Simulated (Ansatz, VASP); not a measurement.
ZnO in VASP and in Ansatz

```
CELL_PARAMETERS angstrom
3.24931 0.00000 0.00000
-1.62465 2.81398 0.00000
0.00000 0.00000 5.20571
ATOMIC_POSITIONS crystal
Zn 0.66667 0.33333 0.00000
Zn 0.33333 0.66667 0.50000
O 0.33333 0.66667 0.87901
O 0.66667 0.33333 0.37901
```

Alike in both runs: task relaxation of cell and atoms; functional PBEsol; k mesh 9 × 9 × 5; occupations fermi-dirac, width 0.05 eV; no spin polarisation.

|  | VASP | Ansatz |
| --- | --- | --- |
| version | VASP 6.6.1 | Ansatz 0.2.0 |
| potentials or method | VASP PAW PBE potentials, release 64 (Zn, O), cutoff 600 eV | all-electron LAPW, scalar-relativistic |

|  | VASP | Ansatz | Ansatz less VASP |
| --- | --- | --- | --- |
| relaxed volume (Å³/atom) | 11.84 | 11.77 | -0.068 |
| relaxed cell length with the largest relative difference (Å) | 3.236 | 3.230 | -0.0062 |

VASP's potentials were made for PBE, not for PBEsol. Ansatz ran all-electron here, and VASP with PAW potentials.
